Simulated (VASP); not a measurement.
# CaSe: single point with PBE

CaSe:

```
CELL_PARAMETERS angstrom
0.00000 3.27956 3.27956
3.27956 0.00000 3.27956
3.27956 3.27956 0.00000
ATOMIC_POSITIONS crystal
Ca 0.00000 0.00000 0.00000
Se 0.25000 0.25000 0.25000
```

| Property | Result |
| --- | --- |
| Program | VASP 6.6.1 |
| Task | single point |
| Functional | PBE |
| Potentials or basis | VASP PAW PBE potentials, release 64 (Ca_sv, Se) |
| Cutoff | 520 eV |
| k mesh | 4 × 4 × 4, shifted |
| Occupations | gaussian, width 0.01 eV |
| Spin | no spin polarisation |

| Property | Result |
| --- | --- |
| Pressure | 0.6 GPa |
| Band gap on the k mesh | 3.67 eV, indirect (least direct gap 3.71 eV) |

Levels at points of the mesh, in eV from the valence-band top:
```
           k point  band 5  band 6  band 7  band 8  band 9  band 10  band 11  band 12
(0.00, 0.00, 0.12)  -10.29   -0.35   -0.08   -0.08    3.67     5.30     5.30     7.12
```

Wall time 110 s on 1 thread of Intel(R) Xeon(R) Platinum 8259CL CPU @ 2.50GHz (Skylake/Cascade Lake), on a shared host, peak memory 0.3 GiB.

A k mesh can miss the band edges. As with any semilocal functional, this PBE gap is likely too small.
